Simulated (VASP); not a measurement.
# SiO2 (Pmma) in VASP: a series of runs

SiO2 is run at these levels: PBE; tasks: relaxation of cell and atoms, single point.

All numbers are computed with VASP 6.6.1; they aren't measurements. Logs are shortened: lines on timing, memory, paths and dates and some standing lists are left out, and cuts for length are marked.

## Step 1: The cell of the first run

It takes space group Pmma (No. 51, orthorhombic). The conventional cell has a = 5.295 Å, b = 2.813 Å, c = 6.001 Å, α = 90.00°, β = 90.00°, γ = 90.00°. Si (site symmetry mm2) has 4 O at 1.62 to 1.65 Å within 2.2 Å. Within 2.2 Å of O (site symmetry mm2) lie 2 Si at 1.65 Å. O (site symmetry 2/m) has 2 Si at 1.62 Å within 2.2 Å.

## Step 2: Relaxation of cell and atoms, PBE (atoms taken out)

File INCAR:

```
PREC = Accurate ; ENCUT = 600
EDIFF = 1E-6 ; ISMEAR = 0
SIGMA = 0.02 ; LREAL = F
LASPH = T ; NELM = 100
ALGO = Normal ; ISIF = 3
LWAVE = F ; LCHARG = F
GGA = PE ; IBRION = 2
NSW = 100 ; EDIFFG = -0.01
```

File KPOINTS:

```
Automatic mesh
0
Gamma
  4 8 4
```

File POSCAR:

```
SiO2
1.0
    5.2953825743      0.0000000000      0.0000000000
    0.0000000000      2.8130319954      0.0000000000
    0.0000000000      0.0000000000      6.0009443988
Si O
2 4
Direct
    0.7500000000      0.0000000000      0.8445617369
    0.2500000000      0.0000000000      0.1554382631
    0.7500000000      0.5000000000      0.7000223900
    0.2500000000      0.5000000000      0.2999776100
    0.0000000000      0.0000000000      0.0000000000
    0.5000000000      0.0000000000      0.0000000000
```

Potentials or basis: VASP PAW PBE potentials, release 64 (Si, O).

The run is started by

```
$ cat potpaw_PBE.64/Si/POTCAR potpaw_PBE.64/O/POTCAR > POTCAR
$ mpirun -np 1 vasp_std > vasp.out
```

OUTCAR:

```text
PREC = Accurate
   ENCUT = 600
   EDIFF = 1E-6
   ISMEAR = 0
   LREAL = F
   LASPH = T
   NELM = 100
   ISIF = 3
   GGA = PE
   IBRION = 2
   NSW = 100
   EDIFFG = -0.01

 ion  position               nearest neighbor table
   1  0.750  0.000  0.845-   5 1.62   6 1.62   3 1.65   3 1.65
   2  0.250  0.000  0.155-   5 1.62   6 1.62   4 1.65   4 1.65
   3  0.750  0.500  0.700-   1 1.65   1 1.65
   4  0.250  0.500  0.300-   2 1.65   2 1.65
   5  0.000  0.000  0.000-   1 1.62   2 1.62
   6  0.500  0.000  0.000-   1 1.62   2 1.62

  LATTYP: Found a simple orthorhombic cell.
 ALAT       =     2.8130319954
 B/A-ratio  =     1.8824466209
 C/A-ratio  =     2.1332656040

  Lattice vectors:

 A1 = (   0.0000000000,  -2.8130319954,   0.0000000000)
 A2 = (   5.2953825743,   0.0000000000,   0.0000000000)
 A3 = (   0.0000000000,   0.0000000000,   6.0009443988)

Analysis of symmetry for initial positions (statically):
=====================================================================
 Subroutine PRICEL returns:
 Original cell was already a primitive cell.

 Routine SETGRP: Setting up the symmetry group for a
 simple orthorhombic supercell.

 Subroutine GETGRP returns: Found  8 space group operations
 (whereof  4 operations were pure point group operations)
 out of a pool of  8 trial point group operations.

The static configuration has the point symmetry C_2h.
 The point group associated with its full space group is D_2h.

Analysis of symmetry for dynamics (positions and initial velocities):
=====================================================================
 Subroutine PRICEL returns:
 Original cell was already a primitive cell.

 Routine SETGRP: Setting up the symmetry group for a
 simple orthorhombic supercell.

 Subroutine GETGRP returns: Found  8 space group operations
 (whereof  4 operations were pure point group operations)
 out of a pool of  8 trial point group operations.

The dynamic configuration has the point symmetry C_2h.
 The point group associated with its full space group is D_2h.

 Subroutine INISYM returns: Found  8 space group operations
 (whereof  4 operations are pure point group operations),
 and found     1 'primitive' translations

----------------------------------------------------------------------------------------
[... 106 lines left out ...]
   NFREE  =      1    steps in history (QN), initial steepest desc. (CG)
   ISIF   =      3    stress and relaxation
   ISYM   =      2    0-nonsym 1-usesym 2-fastsym
   POTIM  = 0.5000    time-step for ionic-motion
   TEBEG  =    0.0;   TEEND  =   0.0 temperature during run
   PSTRESS=    0.0 pullay stress
   NELECT =      32.0000    total number of electrons
   NUPDOWN=      -1.0000    fix difference up-down
   EMIN   =  10.00;   EMAX   =-10.00  energy-range for DOS
   EFERMI =   0.00;   METHOD = LEGACY
   ISMEAR =     0;   SIGMA  =   0.02  broadening in eV -4-tet -1-fermi 0-gaus
   EFERMI_NEDOS =   21; number of points for ismear=-14 and -15
   IALGO  =     38    algorithm
   IMIX   =      4    mixing-type and parameters
     AMIX     =   0.40;   BMIX     =  1.00
     AMIX_MAG =   1.60;   BMIX_MAG =  1.00
  volume/ion in A,a.u.               =      14.90       100.54
  Fermi-wavevector in a.u.,A,eV,Ry     =   1.162414  2.196645 18.384288  1.351207
  Thomas-Fermi vector in A             =   2.298976
   LORBIT       =      0    0 simple, 1 ext, 2 COOP (PROOUT), +10 PAW based schemes
   GGA     = PE    functional components
   LHFCALC =     F    Hartree Fock is set to
   AEXX    =    0.0000 exact exchange contribution
   IVDW    =     0    specifies the selected vdW correction
   LEPSILON=     F    determine dielectric tensor
   LRPA    =     F    only Hartree local field effects (RPA)
 conjugate gradient relaxation of ions
 non-spin polarized calculation
 Gauss-broadening in eV      SIGMA  =   0.02
  energy-cutoff  :      600.00
  volume of cell :       89.39
 maximum number of plane-waves:      3008
   NGX = 21   NGY = 11   NGZ = 23

--------------------------------------- Ionic step        1  -------------------------------------------

 number of electron      32.0000009 magnetization

 Free energy of the ion-electron system (eV)
  ---------------------------------------------------
  ext. energy  EPLUGINS =         0.00000000
  ---------------------------------------------------
  free energy    TOTEN  =       -46.74114374 eV

  energy without entropy =      -46.74114374  energy(sigma->0) =      -46.74114374

------------------------ aborting loop because EDIFF is reached ----------------------------------------

  FORCE on cell =-STRESS in cart. coord.  units (eV):
  Direction    XX          YY          ZZ          XY          YZ          ZX
  --------------------------------------------------------------------------------------
  -------------------------------------------------------------------------------------
  Total       -0.1126600      0.0590908     -0.0090892      0.0000000      0.0000000     -0.0000000
  in kB       -2.0192439      1.0591044     -0.1629090      0.0000000      0.0000000     -0.0000000
  external PRESSURE =      -0.3743495 kB  Pullay stress =       0.0000000 kB
[... 267 lines left out ...]
--------------------------------------- Ionic step        8  -------------------------------------------

 number of electron      32.0000007 magnetization

 Free energy of the ion-electron system (eV)
  ---------------------------------------------------
  ext. energy  EPLUGINS =         0.00000000
  ---------------------------------------------------
  free energy    TOTEN  =       -46.74131201 eV

  energy without entropy =      -46.74131201  energy(sigma->0) =      -46.74131201

 E-fermi :   0.0635     XC(G=0):  -8.2237

 val. band max:       -0.0573528761   @ k =   0.0000   0.0000   0.0000
 cond. band min:       5.1283346479   @ k =   0.0000   0.0000   0.0000
 fundamental gap:      5.1856875240
 Fermi energy:         0.0635055271

 k-point     1 :       0.0000    0.0000    0.0000
  band No.  band energies     occupation
      1     -19.6324      2.00000
      2     -18.5499      2.00000
      3     -17.6048      2.00000
      4     -17.3798      2.00000
      5      -8.3947      2.00000
      6      -6.0753      2.00000
[... 541 lines left out ...]
     19       9.8548      0.00000
     20       9.8548      0.00000

 [... further k-points ...]

------------------------ aborting loop because EDIFF is reached ----------------------------------------

  FORCE on cell =-STRESS in cart. coord.  units (eV):
  Direction    XX          YY          ZZ          XY          YZ          ZX
  --------------------------------------------------------------------------------------
  -------------------------------------------------------------------------------------
  Total        0.0203125      0.0251194     -0.0417425      0.0000000      0.0000000      0.0000000
  in kB        0.3648609      0.4512037     -0.7497942      0.0000000      0.0000000      0.0000000
  external PRESSURE =       0.0220901 kB  Pullay stress =       0.0000000 kB
[... 21 lines left out ...]
  FREE ENERGIE OF THE ION-ELECTRON SYSTEM (eV)
  ---------------------------------------------------
  free  energy   TOTEN  =       -46.7413120132 eV

  energy  without entropy=      -46.7413120132  energy(sigma->0) =      -46.74131201

 reached required accuracy - stopping structural energy minimisation
```

OSZICAR:

```text
N       E                     dE             d eps       ncg     rms          rms(c)
DAV:   1     0.212163561352E+03    0.21216E+03   -0.17292E+04  1800   0.161E+03
DAV:   2    -0.383081476806E+02   -0.25047E+03   -0.24190E+03  2556   0.327E+02
[... 53 lines left out ...]
   7 F= -.46741292E+02 E0= -.46741292E+02  d E =-.432257E-04
       N       E                     dE             d eps       ncg     rms          rms(c)
DAV:   1    -0.467414010104E+02   -0.10958E-03   -0.63273E-03  1820   0.661E-01    0.731E-02
DAV:   2    -0.467413176122E+02    0.83398E-04   -0.38897E-04  1904   0.152E-01    0.165E-02
DAV:   3    -0.467413131557E+02    0.44565E-05   -0.16051E-05  2000   0.328E-02    0.770E-03
DAV:   4    -0.467413119592E+02    0.11965E-05   -0.26864E-06  1836   0.131E-02    0.250E-03
DAV:   5    -0.467413120132E+02   -0.54000E-07   -0.45945E-07  1088   0.558E-03
   8 F= -.46741312E+02 E0= -.46741312E+02  d E =-.204664E-04
```

CONTCAR:

```text
SiO2
   1.00000000000000
     5.2865122598857850    0.0000000000000000   -0.0000000000000000
     0.0000000000000000    2.8127853743731190    0.0000000000000000
     0.0000000000000000    0.0000000000000000    5.9984821799706713
  Si              O
     2     4
Direct
     0.7500000000000000    1.0000000000000000    0.8440934058515452
     0.2500000000000000    1.0000000000000000    0.1559065941484547
     0.7500000000000000    0.5000000000000000    0.6993835360367627
     0.2500000000000000    0.5000000000000000    0.3006164639632374
     0.0000000000000000    1.0000000000000000    0.0000000000000000
     0.5000000000000000    1.0000000000000000    0.0000000000000000

  0.00000000E+00  0.00000000E+00  0.00000000E+00
  0.00000000E+00  0.00000000E+00  0.00000000E+00
  0.00000000E+00  0.00000000E+00  0.00000000E+00
  0.00000000E+00  0.00000000E+00  0.00000000E+00
  0.00000000E+00  0.00000000E+00  0.00000000E+00
  0.00000000E+00  0.00000000E+00  0.00000000E+00
```

Run time: 3.4 min. Hardware: 1 thread of Intel Xeon Platinum 8488C (Sapphire Rapids), shared host; peak memory 0.25 GiB.

Results:

```yaml
Free_energy: -46.7413 eV
Relaxed_volume: 14.87 Å³/atom
Relaxed_cell: a = 5.287 Å, b = 2.813 Å, c = 5.998 Å, α = 90.00°, β = 90.00°, γ = 90.00°
Space_group_after_relaxing_to_0.1_Å: Pmma (No. 51)
Energy_gained_by_relaxing: 0.0 meV/atom
Ionic_steps: 8
Pressure_after_relaxing: 0.0 GPa
Largest_force_after_relaxing: 0.006 eV/Å
Band_gap_on_the_k_mesh: 5.19 eV
```

Forces in eV/Å, atoms in the order of the input:
```
Si   0.000  0.000 -0.001
Si   0.000  0.000  0.001
O    0.000  0.000 -0.006
O    0.000  0.000  0.006
O    0.000  0.000  0.000
O    0.000  0.000  0.000
```

Stress tensor (GPa, compression positive):
```
 0.04  0.00  0.00
 0.00  0.05  0.00
 0.00  0.00 -0.07
```

Step by step:
```csv
step,energy change (eV),largest force (eV/Å),pressure (GPa),volume (Å³)
1,0.0000,0.0160,-0.04,89.39
2,0.0000,0.0586,-0.01,89.35
3,0.0000,0.0363,-0.02,89.36
4,-0.0001,0.0123,-0.01,89.33
5,-0.0001,0.0186,-0.01,89.31
6,-0.0001,0.0115,-0.02,89.29
7,-0.0001,0.0004,-0.06,89.26
8,-0.0002,0.0056,0.00,89.20
```

Final structure:
```xyz
6
Lattice="5.2865 0.0000 0.0000 0.0000 2.8128 0.0000 0.0000 0.0000 5.9985" Properties=species:S:1:pos:R:3 pbc="T T T"
Si    3.9649    2.8128    5.0633
Si    1.3216    2.8128    0.9352
O     3.9649    1.4064    4.1952
O     1.3216    1.4064    1.8032
O     0.0000    2.8128    0.0000
O     2.6433    2.8128    0.0000
```

Levels at points of the mesh, in eV from the valence-band top:
```tsv
k point	band 13	band 14	band 15	band 16	band 17	band 18	band 19	band 20
(0.00, 0.00, 0.00)	-1.76	-0.72	-0.29	0.00	5.19	7.46	8.09	9.70
(0.50, 0.00, 0.00)	-1.10	-1.10	-0.52	-0.52	6.73	6.73	8.85	8.85
(0.00, 0.50, 0.00)	-1.32	-0.97	-0.50	-0.36	7.74	8.24	9.38	9.99
(0.50, 0.50, 0.00)	-1.60	-1.60	-0.44	-0.44	8.78	8.78	9.37	9.37
(0.00, 0.00, 0.50)	-1.93	-0.71	-0.29	-0.08	6.33	6.84	7.51	9.28
(0.50, 0.00, 0.50)	-0.97	-0.97	-0.52	-0.52	6.90	6.90	9.06	9.06
(0.00, 0.50, 0.50)	-1.49	-0.77	-0.51	-0.22	7.78	8.84	9.41	10.24
(0.50, 0.50, 0.50)	-1.60	-1.60	-0.62	-0.62	8.76	8.76	9.60	9.60
```

Caveat: the cell differs from its parent crystal (atoms taken out). A k mesh can miss the band edges.

## Step 3: Single point, PBE, collinear spin, ferromagnetic start (atoms taken out)

File INCAR:

```
ALGO     = Normal         # electronic algorithm
EDIFF    = 1E-7           # SCF threshold, eV
ENCUT    = 520            # plane-wave cutoff, eV
GGA      = PE             # functional
ISIF     = 2              # what is computed and relaxed
ISMEAR   = 0              # smearing method
ISPIN    = 2              # spin polarisation
LASPH    = True           # aspherical terms in the spheres
LCHARG   = False          # write CHGCAR
LORBIT   = 11             # projections on sites
LREAL    = False          # projectors in reciprocal space
LWAVE    = False          # write WAVECAR
MAGMOM   = 0 0 1 1 1 1    # initial moments
NBANDS   = 29             # bands
NELM     = 150            # most SCF steps
PREC     = Accurate       # precision mode
SIGMA    = 0.1            # smearing width, eV
```

File KPOINTS:

```
k-points
0
Gamma
  4 6 4
```

File POSCAR:

```
SiO2
1.0
    5.0487424200      0.0000000000      0.0000000000
    0.0000000000      3.5700000000      0.0000000000
    0.0000000000      0.0000000000      5.0487424200
Si O
2 4
Direct
    0.7500000000      0.0000000000      0.7500000000
    0.2500000000      0.0000000000      0.2500000000
    0.7500000000      0.5000000000      0.7500000000
    0.2500000000      0.5000000000      0.2500000000
    0.0000000000      0.0000000000      0.0000000000
    0.5000000000      0.0000000000      0.0000000000
```

Potentials or basis: VASP PAW PBE potentials, release 64 (Si, O).

The run is started by

```
$ cat potpaw_PBE.64/Si/POTCAR potpaw_PBE.64/O/POTCAR > POTCAR
$ mpirun -np 1 vasp_std > vasp.out
```

OUTCAR:

```text
EDIFF = 1E-7
   ENCUT = 520
   GGA = PE
   ISIF = 2
   ISMEAR = 0
   ISPIN = 2
   LASPH = True
   LORBIT = 11
   LREAL = False
   NELM = 150
   PREC = Accurate

 ion  position               nearest neighbor table
   1  0.750  0.000  0.750-   3 1.78   3 1.78   6 1.79   5 1.79
   2  0.250  0.000  0.250-   4 1.78   4 1.78   6 1.79   5 1.79
   3  0.750  0.500  0.750-   1 1.78   1 1.78
   4  0.250  0.500  0.250-   2 1.78   2 1.78
   5  0.000  0.000  0.000-   1 1.79   2 1.79
   6  0.500  0.000  0.000-   1 1.79   2 1.79

  LATTYP: Found a simple tetragonal cell.
 ALAT       =     5.0487424200
 C/A-ratio  =     0.7071067809

  Lattice vectors:

[... 1732 lines left out ...]
      3.78656      0.00000      3.78656         0.000000      0.000000      7.116307
      1.26219      0.00000      1.26219         0.000000      0.000000     -7.116307
      3.78656      1.78500      3.78656         0.000000     -0.000000     -2.591222
      1.26219      1.78500      1.26219        -0.000000      0.000000      2.591222
      0.00000      0.00000      0.00000         0.000000      0.000000      0.000000
      2.52437      0.00000      0.00000         0.000000      0.000000      0.000000
 -----------------------------------------------------------------------------------
    total drift:                                0.000000      0.000000     -0.000000

  FREE ENERGIE OF THE ION-ELECTRON SYSTEM (eV)
  ---------------------------------------------------
  free  energy   TOTEN  =       -38.4093474420 eV

  energy  without entropy=      -38.3968081816  energy(sigma->0) =      -38.40307781

 total charge

# of ion       s       p       d       tot
------------------------------------------
    1        0.637   0.715   0.000   1.352
    2        0.637   0.715   0.000   1.352
    3        1.574   3.420   0.000   4.993
    4        1.574   3.420   0.000   4.993
    5        1.555   3.478   0.000   5.033
    6        1.555   3.478   0.000   5.033
--------------------------------------------------
tot          7.532  15.225   0.000  22.756

 magnetization (x)

# of ion       s       p       d       tot
------------------------------------------
    1        0.003   0.005   0.000   0.007
    2        0.003   0.005   0.000   0.007
    3        0.000  -0.005   0.000  -0.005
    4        0.000  -0.005   0.000  -0.005
    5       -0.001  -0.099   0.000  -0.100
    6       -0.001  -0.099   0.000  -0.100
--------------------------------------------------
tot          0.003  -0.198   0.000  -0.196
```

It took 2.6 min on 1 thread of Intel Xeon Platinum 8488C (Sapphire Rapids), shared host; peak memory 0.3 GiB.

Results:

- Free energy: -38.4093 eV
- Pressure: -17.7 GPa
- Largest force: 7.116 eV/Å
- Net moment: -0.21 μB per cell
- Site moments: Si +0.01; O -0.01, -0.10 (each value once) μB
- Valence electrons inside the program's atomic spheres: Si 1.35; O 4.99, 5.03 (each value once)

Forces in eV/Å, atoms in the order of the input:
```
Si   0.000  0.000  7.116
Si   0.000  0.000 -7.116
O    0.000  0.000 -2.591
O    0.000  0.000  2.591
O    0.000  0.000  0.000
O    0.000  0.000  0.000
```

Stress tensor (GPa, compression positive):
```
 -4.90   0.00   0.00
  0.00 -27.12   0.00
  0.00   0.00 -21.01
```

Caveat: the cell differs from its parent crystal (atoms taken out); the cell stands under tension; forces of over 1 eV/Å act on the atoms, so gaps and moduli don't describe the material at rest.
